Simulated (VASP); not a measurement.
# Ge: single point with LDA

Crystal: Ge.

```xyz
2
Lattice="-1.9333 1.9333 1.0480 1.9333 -1.9333 1.0480 1.9333 1.9333 -1.0480" Properties=species:S:1:pos:R:3 pbc="T T T"
Ge    0.0000   -0.9667   -0.2620
Ge    0.0000    0.9667    0.2620
```

* Program: VASP 6.6.1
* Task: single point
* Functional: LDA
* Potentials or basis: VASP PAW LDA potentials, release 64 (Ge_d)
* Cutoff: 520 eV
* k mesh: 20 × 20 × 20
* Occupations: fermi-dirac, width 0.1 eV
* Spin: no spin polarisation
* Dipole correction: no
* Further INCAR settings: ALGO = Normal; EDIFF = 1e-06; NBANDS = 21

```json
{"Pressure": "472.0 GPa", "Band gap on the k mesh": "zero (bands 14 and 15 overlap by 12.36 eV)"}
```

Stress tensor (GPa, compression positive):
```
473.37   0.00   0.00
  0.00 473.37   0.00
  0.00   0.00 469.18
```

Levels at points of the mesh, in eV from the Fermi level:
| k point | band 12 | band 13 | band 14 | band 15 | band 16 | band 17 |
| --- | --- | --- | --- | --- | --- | --- |
| (0.00, 0.00, 0.00) | -6.42 | -6.42 | -0.54 | 0.26 | 13.97 | 13.97 |
| (0.50, 0.00, 0.00) | -11.89 | -5.10 | -4.27 | -0.68 | 0.04 | 6.39 |
| (0.50, 0.50, 0.00) | -19.45 | -0.08 | -0.08 | 3.63 | 3.63 | 12.99 |
| (0.50, 0.50, 0.50) | -14.72 | -12.94 | -12.94 | 10.39 | 10.39 | 23.41 |

It took 74 s on 1 thread of Intel(R) Xeon(R) 6975P-C (Granite Rapids), with other jobs on the host, peak memory 0.27 GiB.

Caveat: the cell stands under pressure.
